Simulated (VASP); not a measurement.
# MnBr3 (Pm-3m) in VASP: single point with r2SCAN

Aim: the single point of MnBr3 with r2SCAN.

Program: VASP 6.6.1. These are calculated values, not measurements. Logs are shortened: lines on timing, memory, paths and dates and some standing lists are left out, and cuts for length are marked.

## 1. The cell of the first run

The structure is cubic, space group Pm-3m (No. 221). The conventional cell has a = 5.090 Å, b = 5.090 Å, c = 5.090 Å, α = 90.00°, β = 90.00°, γ = 90.00°. Within 3.4 Å of Mn (site symmetry m-3m) lie 6 Br at 2.55 Å. Br (site symmetry 4/mmm) has 2 Mn at 2.55 Å within 3.4 Å.

## 2. Single point, r2SCAN, collinear spin, ferromagnetic start

File POSCAR:

```
MnBr3
1.0
    5.0903852237      0.0000000000      0.0000000000
    0.0000000000      5.0903852237      0.0000000000
    0.0000000000      0.0000000000      5.0903852237
Mn Br
1 3
Direct
    0.0000000000      0.0000000000      0.0000000000
    0.5000000000      0.0000000000      0.0000000000
    0.0000000000      0.0000000000      0.5000000000
    0.0000000000      0.5000000000      0.0000000000
```

File INCAR.step1:

```
PREC = Accurate
ENCUT = 520
ISMEAR = 0
SIGMA = 0.05
LREAL = False
LASPH = True
NELM = 150
ISPIN = 2
MAGMOM = 4 0 0 0
LMAXMIX = 4
NBANDS = 29
GGA = PE
ALGO = Normal
EDIFF = 1E-4
LWAVE = True
LCHARG = False
```

File INCAR.step2:

```
PREC = Accurate
ENCUT = 520
EDIFF = 1E-6
ISMEAR = 0
SIGMA = 0.05
LREAL = False
LASPH = True
NELM = 150
ALGO = Normal
ISIF = 2
LWAVE = False
LCHARG = False
ISPIN = 2
MAGMOM = 4 0 0 0
LORBIT = 11
LMAXMIX = 4
METAGGA = R2SCAN
LMIXTAU = True
NBANDS = 29
ISTART = 1
```

File KPOINTS:

```
regular mesh
0
Gamma
  8 8 8
```

Potentials or basis: VASP PAW PBE potentials, release 64 (Mn_pv, Br).

Run with:

```
$ cat potpaw_PBE.64/Mn_pv/POTCAR potpaw_PBE.64/Br/POTCAR > POTCAR
$ cp INCAR.step1 INCAR
$ mpirun -np 1 vasp_std > vasp.out
$ cp INCAR.step2 INCAR
$ mpirun -np 1 vasp_std > vasp.out
```

OUTCAR:

```text
PREC = Accurate
   ENCUT = 520
   EDIFF = 1E-6
   ISMEAR = 0
   LREAL = False
   LASPH = True
   NELM = 150
   ISIF = 2
   ISPIN = 2
   LORBIT = 11
   METAGGA = R2SCAN
   ISTART = 1

 ion  position               nearest neighbor table
   1  0.000  0.000  0.000-   2 2.55   3 2.55   4 2.55   3 2.55   4 2.55   2 2.55
   2  0.500  0.000  0.000-   1 2.55   1 2.55
   3  0.000  0.000  0.500-   1 2.55   1 2.55
   4  0.000  0.500  0.000-   1 2.55   1 2.55

  LATTYP: Found a simple cubic cell.
 ALAT       =     5.0903852237

  Lattice vectors:

 A1 = (   5.0903852237,   0.0000000000,   0.0000000000)
 A2 = (   0.0000000000,   5.0903852237,   0.0000000000)
 A3 = (   0.0000000000,   0.0000000000,   5.0903852237)

Analysis of symmetry for initial positions (statically):
=====================================================================
 Subroutine PRICEL returns:
 Original cell was already a primitive cell.

 Routine SETGRP: Setting up the symmetry group for a
 simple cubic supercell.

 Subroutine GETGRP returns: Found 48 space group operations
 (whereof 48 operations were pure point group operations)
 out of a pool of 48 trial point group operations.

The static configuration has the point symmetry O_h .

Analysis of symmetry for dynamics (positions and initial velocities):
=====================================================================
 Subroutine PRICEL returns:
 Original cell was already a primitive cell.

 Routine SETGRP: Setting up the symmetry group for a
 simple cubic supercell.

 Subroutine GETGRP returns: Found 48 space group operations
 (whereof 48 operations were pure point group operations)
 out of a pool of 48 trial point group operations.

The dynamic configuration has the point symmetry O_h .

Analysis of structural, dynamic, and magnetic symmetry:
=====================================================================
 Subroutine PRICEL returns:
 Original cell was already a primitive cell.

 Routine SETGRP: Setting up the symmetry group for a
 simple cubic supercell.

 Subroutine GETGRP returns: Found 48 space group operations
 (whereof 48 operations were pure point group operations)
 out of a pool of 48 trial point group operations.

The overall configuration has the point symmetry O_h .

 Subroutine INISYM returns: Found 48 space group operations
 (whereof 48 operations are pure point group operations),
 and found     1 'primitive' translations

----------------------------------------------------------------------------------------

                                     Primitive cell

  volume of cell :     131.9022

  direct lattice vectors                    reciprocal lattice vectors
     5.090385224  0.000000000  0.000000000     0.196448786  0.000000000  0.000000000
     0.000000000  5.090385224  0.000000000     0.000000000  0.196448786  0.000000000
     0.000000000  0.000000000  5.090385224     0.000000000  0.000000000  0.196448786

  length of vectors
     5.090385224  5.090385224  5.090385224     0.196448786  0.196448786  0.196448786

  position of ions in fractional coordinates (direct lattice)
     0.000000000  0.000000000  0.000000000
     0.500000000  0.000000000  0.000000000
     0.000000000  0.000000000  0.500000000
     0.000000000  0.500000000  0.000000000

  ion indices of the primitive-cell ions
   primitive index   ion index
                 1           1
                 2           2
                 3           3
                 4           4

----------------------------------------------------------------------------------------

 KPOINTS: regular mesh

Automatic generation of k-mesh.
 Grid dimensions read from file:
 generate k-points for:    8    8    8

 Generating k-lattice:

  Cartesian coordinates                     Fractional coordinates (reciprocal lattice)
     0.024556098  0.000000000  0.000000000     0.125000000  0.000000000  0.000000000
     0.000000000  0.024556098  0.000000000     0.000000000  0.125000000  0.000000000
     0.000000000  0.000000000  0.024556098     0.000000000  0.000000000  0.125000000

  Length of vectors
     0.024556098  0.024556098  0.024556098

  Shift w.r.t. Gamma in fractional coordinates (k-lattice)
     0.000000000  0.000000000  0.000000000

 Subroutine IBZKPT returns following result:
 ===========================================

 Found     35 irreducible k-points:

 Following reciprocal coordinates:
            Coordinates               Weight
  0.000000  0.000000  0.000000      1.000000
  0.125000  0.000000  0.000000      6.000000
  0.250000  0.000000  0.000000      6.000000
  0.375000  0.000000  0.000000      6.000000
  0.500000  0.000000  0.000000      3.000000
  0.125000  0.125000  0.000000     12.000000
[... 16 lines left out ...]
  0.375000  0.375000  0.125000     24.000000
  0.500000  0.375000  0.125000     24.000000
 [... further k-points ...]
   k-points           NKPTS =     35   k-points in BZ     NKDIM =     35   number of bands    NBANDS=     29
   number of dos      NEDOS =    301   number of ions     NIONS =      4
   total plane-waves  NPLWV =  64000
   dimension x,y,z NGX =    40 NGY =   40 NGZ =   40
   dimension x,y,z NGXF=    80 NGYF=   80 NGZF=   80
   ions per type =               1   3
   NGX,Y,Z   is equivalent  to a cutoff of  13.06, 13.06, 13.06 a.u.
   NGXF,Y,Z  is equivalent  to a cutoff of  26.13, 26.13, 26.13 a.u.
 SYSTEM =  unknown system
   PREC   = accura    normal or accurate (medium, high low for compatibility)
   ISTART =      1    job   : 0-new  1-cont  2-samecut
   ICHARG =      0    charge: 1-file 2-atom 10-const
   ISPIN  =      2    spin polarized calculation?
   LNONCOLLINEAR =      F non collinear calculations
   LSORBIT =      F    spin-orbit coupling
   LASPH  =      T    aspherical Exc in radial PAW
   ENCUT  =  520.0 eV  38.22 Ry    6.18 a.u.   9.46  9.46  9.46*2*pi/ulx,y,z
   NELM   =    150;   NELMIN=  2; NELMDL=  0     # of ELM steps
   EDIFF  = 0.1E-05   stopping-criterion for ELM
   LREAL  =      F    real-space projection
   EDIFFG = 0.1E-04   stopping-criterion for IOM
   NSW    =      0    number of steps for IOM
   IBRION =     -1    ionic relax: 0-MD 1-quasi-New 2-CG
   NFREE  =      0    steps in history (QN), initial steepest desc. (CG)
   ISIF   =      2    stress and relaxation
   ISYM   =      2    0-nonsym 1-usesym 2-fastsym
   POTIM  = 0.5000    time-step for ionic-motion
   TEBEG  =    0.0;   TEEND  =   0.0 temperature during run
   PSTRESS=    0.0 pullay stress
   NELECT =      34.0000    total number of electrons
   NUPDOWN=      -1.0000    fix difference up-down
   EMIN   =  10.00;   EMAX   =-10.00  energy-range for DOS
   EFERMI =   0.00;   METHOD = LEGACY
   ISMEAR =     0;   SIGMA  =   0.05  broadening in eV -4-tet -1-fermi 0-gaus
   EFERMI_NEDOS =   21; number of points for ismear=-14 and -15
   IALGO  =     38    algorithm
   IMIX   =      4    mixing-type and parameters
     AMIX     =   0.40;   BMIX     =  1.00
     AMIX_MAG =   1.60;   BMIX_MAG =  1.00
  volume/ion in A,a.u.               =      32.98       222.53
  Fermi-wavevector in a.u.,A,eV,Ry     =   1.041879  1.968865 14.769276  1.085511
  Thomas-Fermi vector in A             =   2.176519
   LORBIT       =     11    0 simple, 1 ext, 2 COOP (PROOUT), +10 PAW based schemes
   METAGGA = R2SCAN    functional components
   LHFCALC =     F    Hartree Fock is set to
   AEXX    =    0.0000 exact exchange contribution
   IVDW    =     0    specifies the selected vdW correction
   LEPSILON=     F    determine dielectric tensor
   LRPA    =     F    only Hartree local field effects (RPA)
 spin polarized calculation
 Gauss-broadening in eV      SIGMA  =   0.05
  energy-cutoff  :      520.00
  volume of cell :      131.90
 maximum number of plane-waves:      3590
 NGX is ok and might be reduce to    40
   NGX = 19   NGY = 19   NGZ = 19

 number of electron      34.0000018 magnetization       4.2624926

 Free energy of the ion-electron system (eV)
  ---------------------------------------------------
  ext. energy  EPLUGINS =         0.00000000
  ---------------------------------------------------
  free energy    TOTEN  =       -57.59389925 eV

  energy without entropy =      -57.58884570  energy(sigma->0) =      -57.59137247

 E-fermi :  -0.7443     XC(G=0):  -8.0550

 val. band max:       -0.7483731032   @ k =   0.5000   0.3750   0.2500
 cond. band min:      -0.7441423887   @ k =   0.5000   0.3750   0.2500
 fundamental gap:      0.0042307145
 Fermi energy:        -0.7442501206

 spin component 1

 k-point     1 :       0.0000    0.0000    0.0000
  band No.  band energies     occupation
      1     -53.4717      1.00000
      2     -53.4716      1.00000
      3     -53.4716      1.00000
      4     -15.7276      1.00000
      5     -14.7673      1.00000
      6     -14.7673      1.00000
[... 757 lines left out ...]
     28       9.8035      0.00000
     29      10.9481      0.00000

 [... further k-points ...]

 spin component 2

 k-point     1 :       0.0000    0.0000    0.0000
  band No.  band energies     occupation
      1     -47.7292      1.00000
      2     -47.7292      1.00000
      3     -47.7292      1.00000
      4     -15.7206      1.00000
      5     -14.7551      1.00000
      6     -14.7551      1.00000
[... 757 lines left out ...]
     28      10.4263      0.00000
     29      11.1805      0.00000

 [... further k-points ...]

------------------------ aborting loop because EDIFF is reached ----------------------------------------

  FORCE on cell =-STRESS in cart. coord.  units (eV):
  Direction    XX          YY          ZZ          XY          YZ          ZX
  --------------------------------------------------------------------------------------
  -------------------------------------------------------------------------------------
  Total       -0.0056218     -0.0056218     -0.0056218     -0.0000000      0.0000000      0.0000000
  in kB       -0.0682859     -0.0682859     -0.0682859     -0.0000000      0.0000000      0.0000000
  external PRESSURE =      -0.0682859 kB  Pullay stress =       0.0000000 kB

 VOLUME and BASIS-vectors are now :
 -----------------------------------------------------------------------------
  energy-cutoff  :      520.00
  volume of cell :      131.90
      direct lattice vectors                 reciprocal lattice vectors
     5.090385224  0.000000000  0.000000000     0.196448786  0.000000000  0.000000000
     0.000000000  5.090385224  0.000000000     0.000000000  0.196448786  0.000000000
     0.000000000  0.000000000  5.090385224     0.000000000  0.000000000  0.196448786

 POSITION                                       TOTAL-FORCE (eV/Angst)
 -----------------------------------------------------------------------------------
      0.00000      0.00000      0.00000         0.000000      0.000000      0.000000
      2.54519      0.00000      0.00000         0.000000      0.000000      0.000000
      0.00000      0.00000      2.54519         0.000000      0.000000      0.000000
      0.00000      2.54519      0.00000         0.000000      0.000000      0.000000
 -----------------------------------------------------------------------------------
    total drift:                               -0.000000     -0.000000     -0.000000

  FREE ENERGIE OF THE ION-ELECTRON SYSTEM (eV)
  ---------------------------------------------------
  free  energy   TOTEN  =       -57.5938992506 eV

  energy  without entropy=      -57.5888456979  energy(sigma->0) =      -57.59137247

 total charge

# of ion       s       p       d       tot
------------------------------------------
    1        0.244   6.186   4.845  11.275
    2        1.609   3.270   0.015   4.894
    3        1.609   3.270   0.015   4.894
    4        1.609   3.270   0.015   4.894
--------------------------------------------------
tot          5.071  15.995   4.890  25.955

 magnetization (x)

# of ion       s       p       d       tot
------------------------------------------
    1        0.040   0.030   4.021   4.091
    2        0.008  -0.022   0.006  -0.008
    3        0.008  -0.022   0.006  -0.008
    4        0.008  -0.022   0.006  -0.008
--------------------------------------------------
tot          0.064  -0.036   4.038   4.067
```

Run time: 14 min. Hardware: 1 thread of Intel Xeon 8259CL, shared host; peak memory 0.44 GiB.

What came out:

```
Free energy                                           : -57.5939 eV
Pressure                                              : 0.0 GPa
Net moment                                            : 4.26 μB per cell
Site moments                                          : Mn +4.09; Br -0.01 μB
Valence electrons inside the program's atomic spheres : Mn 11.28; Br 4.89
```

Caveat: the PAW data sets were made with another functional, which shifts forces and pressure a little; semilocal functionals often make such compounds metallic where correlation or magnetic order opens a gap, which also shifts bond lengths.
